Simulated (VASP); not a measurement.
Write the native input for VASP 6.6.1 that does the following.

| Quantity | Value |
| --- | --- |
| Task | relaxation of cell and atoms |
| Functional | LDA |
| Potentials or basis | VASP PAW LDA potentials, release 64 (Al) |
| Cutoff | 500 eV |
| k mesh | 7 × 7 × 7 |
| Occupations | methfessel-paxton, width 0.05 eV |
| Spin | no spin polarisation |
| Dipole correction | no |
| Further INCAR settings | ALGO = Normal; EDIFF = 1e-07; IBRION = 2; EDIFFG = -0.01; NSW = 60; ISIF = 3 |

The structure of Al lies in POSCAR:

```
Al
1.0
    0.0000000000      2.0250000000      2.0250000000
    2.0250000000      0.0000000000      2.0250000000
    2.0250000000      2.0250000000      0.0000000000
Al
1
Direct
    0.0000000000      0.0000000000      0.0000000000
```

These files were run (other wordings do the same):

INCAR

```
SYSTEM = Al
  ALGO = Normal
  EDIFF = 1E-7
  EDIFFG = -0.01
  ENCUT = 500
  GGA = CA
  GGA_COMPAT = .False.
  IBRION = 2
  ISIF = 3
  ISMEAR = 1
  LASPH = .True.
  LCHARG = .False.
  LREAL = .False.
  LWAVE = .False.
  NELM = 120
  NELMIN = 4
  NSW = 60
  PREC = Accurate
  SIGMA = 0.05
```

KPOINTS

```
k-points
0
Gamma
  7 7 7
  0 0 0
```

Potentials or basis: VASP PAW LDA potentials, release 64 (Al).

The run is started by

```console
$ cat potpaw_LDA.64/Al/POTCAR > POTCAR
$ mpirun -np 1 vasp_std > vasp.out
```

It gave:

* Relaxed volume: 15.69 Å³/atom
* Relaxed cell: a = 2.810 Å, b = 2.810 Å, c = 2.810 Å, α = 60.00°, β = 60.00°, γ = 60.00°
* Space group after relaxing (to 0.1 Å): Fm-3m (No. 225)
* Energy gained by relaxing: 13.7 meV/atom
* Ionic steps: 3
* Pressure after relaxing: 0.1 GPa
* Band gap on the k mesh: zero (an odd number of electrons rules out a gap without spin polarisation)

Caveat: the k points lie up to 0.39 Å⁻¹ apart in the final cell, too coarse for converged energies and pressures of a metal.

Run time: 1.7 s on 1 thread of Intel(R) Xeon(R) 6975P-C (Granite Rapids), with other jobs on the host, peak memory 0.11 GiB.
